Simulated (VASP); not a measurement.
# SnO (P4/nmm) in VASP: single point with PBEsol

Aim: the single point of SnO with PBEsol.

Everything below comes from runs of VASP 6.6.1. Logs are shortened: lines on timing, memory, paths and dates and some standing lists are left out, and cuts for length are marked.

### Step 1. The cell of the first run

Symmetry: P4/nmm, No. 129, tetragonal system. Conventional cell: a = 3.805 Å, b = 3.805 Å, c = 4.751 Å, α = 90.00°, β = 90.00°, γ = 90.00°. Sn (site symmetry 4mm) has 4 O at 2.22 Å within 2.9 Å. Within 2.9 Å of O (site symmetry -4m2) lie 4 Sn at 2.22 Å and 4 O at 2.69 Å.

### Step 2. Single point, PBEsol

INCAR reads:

```
SYSTEM = SnO
PREC = Accurate
ENCUT = 520
EDIFF = 1E-6
ISMEAR = 0
SIGMA = 0.1
LREAL = .FALSE.
LASPH = .TRUE.
NELM = 60
ALGO = Normal
ISIF = 2
LWAVE = .FALSE.
LCHARG = .FALSE.
GGA = PS
NBANDS = 28
```

KPOINTS reads:

```
regular mesh
0
G
  12 12 10
  0 0 0
```

POSCAR reads:

```
SnO
1.0
    3.8054838776      0.0000000000      0.0000000000
    0.0000000000      3.8054838776      0.0000000000
    0.0000000000      0.0000000000      4.7509783525
Sn O
2 2
Direct
    0.5000000000      0.0000000000      0.2425039740
    0.0000000000      0.5000000000      0.7574960260
    0.0000000000      0.0000000000      0.0000000000
    0.5000000000      0.5000000000      0.0000000000
```

Potentials or basis: VASP PAW PBE potentials, release 64 (Sn_d, O).

Started as:

```bash
cat potpaw_PBE.64/Sn_d/POTCAR potpaw_PBE.64/O/POTCAR > POTCAR
mpirun -np 1 vasp_std > vasp.out
```

OUTCAR:

```text
SYSTEM = SnO
   PREC = Accurate
   ENCUT = 520
   EDIFF = 1E-6
   ISMEAR = 0
   LREAL = .FALSE.
   LASPH = .TRUE.
   NELM = 60
   ISIF = 2
   GGA = PS

 ion  position               nearest neighbor table
   1  0.500  0.000  0.243-   3 2.22   4 2.22   4 2.22   3 2.22   2 3.54   2 3.54   2 3.54   2 3.54
                             2 3.64   2 3.64   2 3.64   2 3.64
   2  0.000  0.500  0.757-   3 2.22   4 2.22   3 2.22   4 2.22   1 3.54   1 3.54   1 3.54   1 3.54
                             1 3.64   1 3.64   1 3.64   1 3.64
   3  0.000  0.000  0.000-   1 2.22   2 2.22   2 2.22   1 2.22
   4  0.500  0.500  0.000-   1 2.22   2 2.22   1 2.22   2 2.22

  LATTYP: Found a simple tetragonal cell.
 ALAT       =     3.8054838776
 C/A-ratio  =     1.2484557826

  Lattice vectors:

 A1 = (   3.8054838776,   0.0000000000,   0.0000000000)
 A2 = (   0.0000000000,   3.8054838776,   0.0000000000)
 A3 = (   0.0000000000,   0.0000000000,   4.7509783525)

Analysis of symmetry for initial positions (statically):
=====================================================================
 Subroutine PRICEL returns:
 Original cell was already a primitive cell.

 Routine SETGRP: Setting up the symmetry group for a
 simple tetragonal supercell.

 Subroutine GETGRP returns: Found 16 space group operations
 (whereof  8 operations were pure point group operations)
 out of a pool of 16 trial point group operations.

The static configuration has the point symmetry D_2d.
 The point group associated with its full space group is D_4h.

Analysis of symmetry for dynamics (positions and initial velocities):
=====================================================================
 Subroutine PRICEL returns:
 Original cell was already a primitive cell.

 Routine SETGRP: Setting up the symmetry group for a
 simple tetragonal supercell.

 Subroutine GETGRP returns: Found 16 space group operations
 (whereof  8 operations were pure point group operations)
 out of a pool of 16 trial point group operations.

The dynamic configuration has the point symmetry D_2d.
 The point group associated with its full space group is D_4h.

 Subroutine INISYM returns: Found 16 space group operations
 (whereof  8 operations are pure point group operations),
 and found     1 'primitive' translations

----------------------------------------------------------------------------------------

                                     Primitive cell

  volume of cell :      68.8023

  direct lattice vectors                    reciprocal lattice vectors
[... 88 lines left out ...]
   LASPH  =      T    aspherical Exc in radial PAW
   ENCUT  =  520.0 eV  38.22 Ry    6.18 a.u.   7.08  7.08  8.83*2*pi/ulx,y,z
   NELM   =     60;   NELMIN=  2; NELMDL= -5     # of ELM steps
   EDIFF  = 0.1E-05   stopping-criterion for ELM
   LREAL  =      F    real-space projection
   EDIFFG = 0.1E-04   stopping-criterion for IOM
   NSW    =      0    number of steps for IOM
   IBRION =     -1    ionic relax: 0-MD 1-quasi-New 2-CG
   NFREE  =      0    steps in history (QN), initial steepest desc. (CG)
   ISIF   =      2    stress and relaxation
   ISYM   =      2    0-nonsym 1-usesym 2-fastsym
   POTIM  = 0.5000    time-step for ionic-motion
   TEBEG  =    0.0;   TEEND  =   0.0 temperature during run
   PSTRESS=    0.0 pullay stress
   NELECT =      40.0000    total number of electrons
   NUPDOWN=      -1.0000    fix difference up-down
   EMIN   =  10.00;   EMAX   =-10.00  energy-range for DOS
   EFERMI =   0.00;   METHOD = LEGACY
   ISMEAR =     0;   SIGMA  =   0.10  broadening in eV -4-tet -1-fermi 0-gaus
   EFERMI_NEDOS =   21; number of points for ismear=-14 and -15
   IALGO  =     38    algorithm
   IMIX   =      4    mixing-type and parameters
     AMIX     =   0.40;   BMIX     =  1.00
     AMIX_MAG =   1.60;   BMIX_MAG =  1.00
  volume/ion in A,a.u.               =      17.20       116.08
  Fermi-wavevector in a.u.,A,eV,Ry     =   1.366346  2.582019 25.400720  1.866900
  Thomas-Fermi vector in A             =   2.492494
   LORBIT       =      0    0 simple, 1 ext, 2 COOP (PROOUT), +10 PAW based schemes
   GGA     = PS    functional components
   LHFCALC =     F    Hartree Fock is set to
   AEXX    =    0.0000 exact exchange contribution
   IVDW    =     0    specifies the selected vdW correction
   LEPSILON=     F    determine dielectric tensor
   LRPA    =     F    only Hartree local field effects (RPA)
 non-spin polarized calculation
 Gauss-broadening in eV      SIGMA  =   0.10
  energy-cutoff  :      520.00
  volume of cell :       68.80
 maximum number of plane-waves:      1872
   NGX = 15   NGY = 15   NGZ = 17

 number of electron      39.9999991 magnetization

 Free energy of the ion-electron system (eV)
  ---------------------------------------------------
  ext. energy  EPLUGINS =         0.00000000
  ---------------------------------------------------
  free energy    TOTEN  =       -24.21465204 eV

  energy without entropy =      -24.21390672  energy(sigma->0) =      -24.21427938

 E-fermi :   7.2695     XC(G=0): -10.5947

 val. band max:        7.2240013329   @ k =   0.0833   0.0833   0.0000
 cond. band min:       7.2878982883   @ k =   0.5000   0.5000   0.1000
 fundamental gap:      0.0638969554
 Fermi energy:         7.2695388630

 k-point     1 :       0.0000    0.0000    0.0000
  band No.  band energies     occupation
      1     -14.7118      2.00000
      2     -14.2685      2.00000
      3     -14.2685      2.00000
      4     -14.2578      2.00000
      5     -14.2165      2.00000
      6     -14.2138      2.00000
[... 733 lines left out ...]
     27      14.6728      0.00000
     28      15.1549      0.00000

 [... further k-points ...]
[... 5 lines left out ...]
  --------------------------------------------------------------------------------------
  -------------------------------------------------------------------------------------
  Total        0.0985426      0.0985426      0.1026567      0.0000000      0.0000000      0.0000000
  in kB        2.2947315      2.2947315      2.3905338      0.0000000      0.0000000      0.0000000
  external PRESSURE =       2.3266656 kB  Pullay stress =       0.0000000 kB

 VOLUME and BASIS-vectors are now :
 -----------------------------------------------------------------------------
  energy-cutoff  :      520.00
  volume of cell :       68.80
      direct lattice vectors                 reciprocal lattice vectors
     3.805483878  0.000000000  0.000000000     0.262778672  0.000000000  0.000000000
     0.000000000  3.805483878  0.000000000     0.000000000  0.262778672  0.000000000
     0.000000000  0.000000000  4.750978352     0.000000000  0.000000000  0.210482963

 POSITION                                       TOTAL-FORCE (eV/Angst)
 -----------------------------------------------------------------------------------
      1.90274      0.00000      1.15213        -0.000000      0.000000      0.085625
      0.00000      1.90274      3.59885         0.000000     -0.000000     -0.085625
      0.00000      0.00000      0.00000         0.000000     -0.000000     -0.000000
      1.90274      1.90274      0.00000         0.000000      0.000000     -0.000000
 -----------------------------------------------------------------------------------
    total drift:                                0.000000      0.000000      0.000000

  FREE ENERGIE OF THE ION-ELECTRON SYSTEM (eV)
  ---------------------------------------------------
  free  energy   TOTEN  =       -24.2146520363 eV

  energy  without entropy=      -24.2139067199  energy(sigma->0) =      -24.21427938
```

OSZICAR:

```text
N       E                     dE             d eps       ncg     rms          rms(c)
DAV:   1     0.415713469119E+03    0.41571E+03   -0.19896E+04  9772   0.220E+03
DAV:   2     0.357102641333E+02   -0.38000E+03   -0.36481E+03  9676   0.546E+02
DAV:   3    -0.244573663792E+02   -0.60168E+02   -0.58918E+02 10716   0.180E+02
DAV:   4    -0.273674667116E+02   -0.29101E+01   -0.28954E+01 10816   0.420E+01
DAV:   5    -0.274354946714E+02   -0.68028E-01   -0.68019E-01 10232   0.697E+00    0.108E+01
DAV:   6    -0.242803049096E+02    0.31552E+01   -0.14289E+01 15260   0.431E+01    0.482E+00
DAV:   7    -0.242494286024E+02    0.30876E-01   -0.17713E+00 10988   0.804E+00    0.241E+00
DAV:   8    -0.242245361086E+02    0.24892E-01   -0.28395E-01 11440   0.346E+00    0.758E-01
DAV:   9    -0.242140018351E+02    0.10534E-01   -0.43225E-02 15120   0.224E+00    0.215E-01
DAV:  10    -0.242149215228E+02   -0.91969E-03   -0.62866E-03 13148   0.766E-01    0.123E-01
DAV:  11    -0.242146358120E+02    0.28571E-03   -0.14791E-03 14548   0.371E-01    0.199E-02
DAV:  12    -0.242146584775E+02   -0.22666E-04   -0.20242E-04  9684   0.814E-02    0.275E-02
DAV:  13    -0.242146523178E+02    0.61597E-05   -0.21565E-05 12116   0.318E-02    0.338E-03
DAV:  14    -0.242146520363E+02    0.28143E-06   -0.17534E-06  7116   0.124E-02
   1 F= -.24214652E+02 E0= -.24214279E+02  d E =-.745316E-03
```

stdout:

```text
POSCAR found type information on POSCAR SnO
 POSCAR found :  2 types and       4 ions
 scaLAPACK will be used
 -----------------------------------------------------------------------------
|                                                                             |
|                                                                             |
|     You enforced a specific xc type in the INCAR file but a different       |
|     I HOPE YOU KNOW WHAT YOU ARE DOING!                                     |
|                                                                             |
 -----------------------------------------------------------------------------

 LDA part: xc-table for (Slater+PW92), standard interpolation
 POSCAR, INCAR and KPOINTS ok, starting setup
 FFT: planning ... GRIDC
 FFT: planning ... GRID_SOFT
 FFT: planning ... GRID
 WAVECAR not read
 entering main loop
```

It took 4.1 min on 1 thread of Intel Xeon Platinum 8259CL at 2.50GHz (Skylake/Cascade Lake), shared host; peak memory 0.37 GiB.

What came out:

* Free energy: -24.2147 eV
* Pressure: 0.2 GPa
* Largest force: 0.086 eV/Å
* Band gap on the k mesh: zero (bands 20 and 21 overlap by 0.10 eV)

Forces in eV/Å, atoms in the order of the input:
```
Sn   0.000  0.000  0.086
Sn   0.000  0.000 -0.086
O    0.000  0.000  0.000
O    0.000  0.000  0.000
```

Levels at points of the mesh, in eV from the Fermi level:
| k point | band 17 | band 18 | band 19 | band 20 | band 21 | band 22 | band 23 | band 24 |
| --- | --- | --- | --- | --- | --- | --- | --- | --- |
| (0.00, 0.00, 0.00) | -3.55 | -3.25 | -3.25 | -0.06 | 2.06 | 4.46 | 4.51 | 4.51 |
| (0.50, 0.00, 0.00) | -4.95 | -4.95 | -2.83 | -2.83 | 3.20 | 3.20 | 5.79 | 5.79 |
| (0.50, 0.50, 0.00) | -2.57 | -2.57 | -1.94 | -1.94 | -0.14 | -0.14 | 4.36 | 4.36 |
| (0.00, 0.00, 0.50) | -3.26 | -3.26 | -3.05 | -2.26 | 1.53 | 2.72 | 2.72 | 3.51 |
| (0.50, 0.00, 0.50) | -4.90 | -4.90 | -1.79 | -1.79 | 2.59 | 2.59 | 5.25 | 5.25 |
| (0.50, 0.50, 0.50) | -2.84 | -2.84 | -2.58 | -2.58 | 2.23 | 2.23 | 4.10 | 4.10 |

Caveat: semilocal functionals underestimate gaps, so a narrow gap can read as zero; the PAW data sets were made with another functional, which shifts forces and pressure a little; spin-orbit coupling is left out, which moves the levels of the heavy elements.
